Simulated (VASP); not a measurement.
# BaTiO3 in VASP: a series of runs, part 2 of 4

VASP 6.6.1.

## (3) Electric field gradients, PBE (equal xx and yy strain of +1 %)

The input, INCAR:

```
SYSTEM = BaTiO3
ALGO = Normal
EDIFF = 1E-8
ENCUT = 520
GGA = PE
ISIF = 2
ISMEAR = -1
LASPH = .True.
LCHARG = .False.
LEFG = .True.
LREAL = .False.
LWAVE = .False.
NBANDS = 28
NELM = 60
PREC = Accurate
SIGMA = 0.05
```

The input, KPOINTS:

```
k-points
0
Gamma
  9 9 9
  0 0 0
```

The input, POSCAR:

```
BaTiO3
1.0
    2.8559448391      1.6488805216      2.3177316080
   -2.8559448391      1.6488805216      2.3177316080
    0.0000000000     -3.2977610432      2.3177316080
Ba Ti O
1 1 3
Direct
    0.0000000000      0.0000000000      0.0000000000
    0.5140000000      0.5140000000      0.5140000000
    0.4916000000      0.4916000000      0.9815000000
    0.4916000000      0.9815000000      0.4916000000
    0.9815000000      0.4916000000      0.4916000000
```

Potentials or basis: VASP PAW PBE potentials, release 64 (Ba_sv, Ti_sv, O).

Launch:

```bash
> cat potpaw_PBE.64/Ba_sv/POTCAR potpaw_PBE.64/Ti_sv/POTCAR potpaw_PBE.64/O/POTCAR > POTCAR
> mpirun -np 1 vasp_std > vasp.out
```

OUTCAR:

```text
SYSTEM = BaTiO3
   EDIFF = 1E-8
   ENCUT = 520
   GGA = PE
   ISIF = 2
   ISMEAR = -1
   LASPH = .True.
   LREAL = .False.
   NELM = 60
   PREC = Accurate

 ion  position               nearest neighbor table
   1  0.000  0.000  0.000-   3 2.80   4 2.80   5 2.80   5 2.86   4 2.86   4 2.86   5 2.86   3 2.86
                             3 2.86   3 2.89   4 2.89   5 2.89   2 3.38   2 3.46   2 3.46   2 3.46
   2  0.514  0.514  0.514-   3 1.89   4 1.89   5 1.89   3 2.15   4 2.15   5 2.15   1 3.38   1 3.46
                             1 3.46   1 3.46   1 3.53   1 3.53   1 3.53   1 3.57
   3  0.492  0.492  0.981-   2 1.89   2 2.15   1 2.80   1 2.86   1 2.86   1 2.89
   4  0.492  0.981  0.492-   2 1.89   2 2.15   1 2.80   1 2.86   1 2.86   1 2.89
   5  0.981  0.492  0.492-   2 1.89   2 2.15   1 2.80   1 2.86   1 2.86   1 2.89

  LATTYP: Found a trigonal (rhomboedric) cell.
 ALAT       =     4.0307701132
 COS(alpha) =    -0.0040458981

  Lattice vectors:

 A1 = (   2.8559448391,   1.6488805216,   2.3177316080)
 A2 = (  -2.8559448391,   1.6488805216,   2.3177316080)
 A3 = (   0.0000000000,  -3.2977610432,   2.3177316080)

Analysis of symmetry for initial positions (statically):
=====================================================================
 Subroutine PRICEL returns:
 Original cell was already a primitive cell.

 Routine SETGRP: Setting up the symmetry group for a
 trigonal (rhombohedral) supercell.

 Subroutine GETGRP returns: Found  6 space group operations
 (whereof  6 operations were pure point group operations)
 out of a pool of 12 trial point group operations.

The static configuration has the point symmetry C_3v.

Analysis of symmetry for dynamics (positions and initial velocities):
=====================================================================
 Subroutine PRICEL returns:
 Original cell was already a primitive cell.

 Routine SETGRP: Setting up the symmetry group for a
 trigonal (rhombohedral) supercell.

 Subroutine GETGRP returns: Found  6 space group operations
 (whereof  6 operations were pure point group operations)
 out of a pool of 12 trial point group operations.

The dynamic configuration has the point symmetry C_3v.

 Subroutine INISYM returns: Found  6 space group operations
 (whereof  6 operations are pure point group operations),
 and found     1 'primitive' translations

----------------------------------------------------------------------------------------

                                     Primitive cell

  volume of cell :      65.4867

  direct lattice vectors                    reciprocal lattice vectors
     2.855944839  1.648880522  2.317731608     0.175073409  0.101078680  0.143818780
    -2.855944839  1.648880522  2.317731608    -0.175073409  0.101078680  0.143818780
     0.000000000 -3.297761043  2.317731608     0.000000000 -0.202157360  0.143818780

  length of vectors
     4.030770113  4.030770113  4.030770113     0.248095626  0.248095626  0.248095626

  position of ions in fractional coordinates (direct lattice)
     0.000000000  0.000000000  0.000000000
     0.514000000  0.514000000  0.514000000
     0.491600000  0.491600000  0.981500000
     0.491600000  0.981500000  0.491600000
[... 104 lines left out ...]
  Thomas-Fermi vector in A             =   2.513096
   LORBIT       =      0    0 simple, 1 ext, 2 COOP (PROOUT), +10 PAW based schemes
   GGA     = PE    functional components
   LHFCALC =     F    Hartree Fock is set to
   AEXX    =    0.0000 exact exchange contribution
   IVDW    =     0    specifies the selected vdW correction
   LEPSILON=     F    determine dielectric tensor
   LRPA    =     F    only Hartree local field effects (RPA)
 non-spin polarized calculation
  energy-cutoff  :      520.00
  volume of cell :       65.49
 maximum number of plane-waves:      1785
 NGX is ok and might be reduce to    30
   NGX = 15   NGY = 15   NGZ = 15

 number of electron      40.0000008 magnetization

 Free energy of the ion-electron system (eV)
  ---------------------------------------------------
  ext. energy  EPLUGINS =         0.00000000
  ---------------------------------------------------
  free energy    TOTEN  =       -40.02874591 eV

  energy without entropy =      -40.02874591  energy(sigma->0) =      -40.02874591

 E-fermi :   4.7118     XC(G=0): -11.1313

 val. band max:        3.5976416193   @ k =   0.4444   0.4444   0.4444
 cond. band min:       5.9290800860   @ k =   0.0000   0.0000   0.0000
 fundamental gap:      2.3314384668
 Fermi energy:         4.7117696898

 k-point     1 :       0.0000    0.0000    0.0000
  band No.  band energies     occupation
      1     -52.7684      2.00000
      2     -29.0173      2.00000
      3     -29.0066      2.00000
      4     -29.0066      2.00000
      5     -21.2371      2.00000
      6     -13.1669      2.00000
[... 733 lines left out ...]
     27      11.6779      0.00000
     28      13.2420      0.00000

 [... further k-points ...]

------------------------ aborting loop because EDIFF is reached ----------------------------------------

  FORCE on cell =-STRESS in cart. coord.  units (eV):
  Direction    XX          YY          ZZ          XY          YZ          ZX
  --------------------------------------------------------------------------------------
  -------------------------------------------------------------------------------------
  Total        1.0210931      1.0210931      1.8983378      0.0000000     -0.0000000      0.0000000
  in kB       24.9817310     24.9817310     46.4441129      0.0000000     -0.0000000      0.0000000
  external PRESSURE =      32.1358583 kB  Pullay stress =       0.0000000 kB

 VOLUME and BASIS-vectors are now :
 -----------------------------------------------------------------------------
  energy-cutoff  :      520.00
  volume of cell :       65.49
      direct lattice vectors                 reciprocal lattice vectors
     2.855944839  1.648880522  2.317731608     0.175073409  0.101078680  0.143818780
    -2.855944839  1.648880522  2.317731608    -0.175073409  0.101078680  0.143818780
     0.000000000 -3.297761043  2.317731608     0.000000000 -0.202157360  0.143818780

 POSITION                                       TOTAL-FORCE (eV/Angst)
 -----------------------------------------------------------------------------------
      0.00000      0.00000      0.00000         0.000000      0.000000      0.083337
      0.00000      0.00000      3.57394         0.000000      0.000000      0.043204
      0.00000     -1.61557      4.55365         0.000000     -0.061057     -0.042180
     -1.39913      0.80779      4.55365        -0.052877      0.030528     -0.042180
      1.39913      0.80779      4.55365         0.052877      0.030528     -0.042180
 -----------------------------------------------------------------------------------
    total drift:                               -0.000000      0.000004     -0.000782

  FREE ENERGIE OF THE ION-ELECTRON SYSTEM (eV)
  ---------------------------------------------------
  free  energy   TOTEN  =       -40.0287459145 eV

  energy  without entropy=      -40.0287459145  energy(sigma->0) =      -40.02874591

 Electric field gradients (V/A^2)
---------------------------------------------------------------------
 ion       V_xx      V_yy      V_zz      V_xy      V_xz      V_yz
---------------------------------------------------------------------
   1       2.238     2.238    -4.477     0.000    -0.000     0.000
   2      -6.242    -6.242    12.483    -0.000    -0.000    -0.000
   3     -11.629    11.088     0.541     0.000     0.000   -15.339
   4       5.409    -5.950     0.541    -9.837   -13.284     7.669
   5       5.409    -5.950     0.541     9.837    13.284     7.669
---------------------------------------------------------------------

 Electric field gradients after diagonalization (V/A^2)
 (convention: |V_zz| > |V_xx| > |V_yy|)
----------------------------------------------------------------------
 ion       V_xx      V_yy      V_zz     asymmetry (V_yy - V_xx)/ V_zz
----------------------------------------------------------------------
   1       2.238     2.238    -4.477       0.000
   2      -6.242    -6.242    12.483       0.000
   3     -11.629   -10.405    22.034       0.056
   4     -11.629   -10.405    22.034       0.056
   5     -11.629   -10.405    22.034       0.056
----------------------------------------------------------------------

           NMR quadrupolar parameters

 Cq : quadrupolar parameter    Cq=e*Q*V_zz/h
 eta: asymmetry parameters     (V_yy - V_xx)/ V_zz
 Q  : nuclear electric quadrupole moment in mb (millibarn)
----------------------------------------------------------------------
 ion       Cq(MHz)       eta       Q (mb)
----------------------------------------------------------------------
   1      -0.011       0.000       1.000
   2       0.030       0.000       1.000
   3       0.053       0.056       1.000
   4       0.053       0.056       1.000
   5       0.053       0.056       1.000
----------------------------------------------------------------------
```

stdout:

```text
POSCAR found type information on POSCAR BaTiO
 POSCAR found :  3 types and       5 ions
 scaLAPACK will be used
 LDA part: xc-table for (Slater+PW92), standard interpolation
 POSCAR, INCAR and KPOINTS ok, starting setup
 FFT: planning ... GRIDC
 FFT: planning ... GRID_SOFT
 FFT: planning ... GRID
 WAVECAR not read
 entering main loop
ion   1

ion   2

ion   3

ion   4
     0.0000293     1.7542172    -1.4237463    -0.2684651     2.4660010    -1.0127978
     0.0000403     1.7542172    -1.4237463    -0.2684651     2.4660010    -1.0127977
     0.0000555     1.7542171    -1.4237463    -0.2684651     2.4660009    -1.0127977
     0.0000765     1.7542171    -1.4237463    -0.2684651     2.4660008    -1.0127977

     0.0000293     7.3892060    -5.8476011    -0.5831450    10.1283423    -4.2661600
     0.0000403     7.3892045    -5.8476000    -0.5831449    10.1283403    -4.2661592
     0.0000555     7.3892021    -5.8475981    -0.5831448    10.1283370    -4.2661578
     0.0000765     7.3891980    -5.8475949    -0.5831445    10.1283314    -4.2661554

ion   5
     0.0000293    -1.7542172    -1.4237463    -0.2684651    -2.4660010    -1.0127978
     0.0000403    -1.7542172    -1.4237463    -0.2684651    -2.4660010    -1.0127977
     0.0000555    -1.7542171    -1.4237463    -0.2684651    -2.4660009    -1.0127977
     0.0000765    -1.7542171    -1.4237463    -0.2684651    -2.4660008    -1.0127977

     0.0000293    -7.3892060    -5.8476011    -0.5831450   -10.1283423    -4.2661600
     0.0000403    -7.3892045    -5.8476000    -0.5831449   -10.1283403    -4.2661592
     0.0000555    -7.3892021    -5.8475981    -0.5831448   -10.1283370    -4.2661578
     0.0000765    -7.3891980    -5.8475949    -0.5831445   -10.1283314    -4.2661554
```

It took 2.4 min on 1 thread of Intel Xeon Platinum 8488C (Sapphire Rapids), shared host; peak memory 0.27 GiB.

Results:

* Free energy: -40.0287 eV
* Pressure: 3.2 GPa
* Largest force: 0.083 eV/Å
* Band gap on the k mesh: 2.33 eV (least direct gap 2.72 eV)
* Largest electric field gradient by atom: Ba -4.5; Ti +12.5; O +22.0 V/Å²

Forces on the atoms (eV/Å):
```
Ba   0.000  0.000  0.083
Ti   0.000  0.000  0.043
O    0.000 -0.061 -0.042
O   -0.053  0.031 -0.042
O    0.053  0.031 -0.042
```

Electric field gradients, principal values (V/Å²):
```tsv
atom	least	middle	greatest (by size)
1 Ba	2.238	2.238	-4.477
2 Ti	-6.242	-6.242	12.483
3 O	-10.405	-11.629	22.034
4 O	-10.405	-11.629	22.034
5 O	-10.405	-11.629	22.034
```

Caveat: the cell differs from its parent crystal (equal xx and yy strain of +1 %); the cell stands under pressure; without QUAD_EFG the Cq values of the log hold for a quadrupole moment of 1 mb, not for the nuclei; spin-orbit coupling is left out, which moves the levels of the heavy elements. A k mesh can miss the band edges.

(Continued in part 3 of 4.)
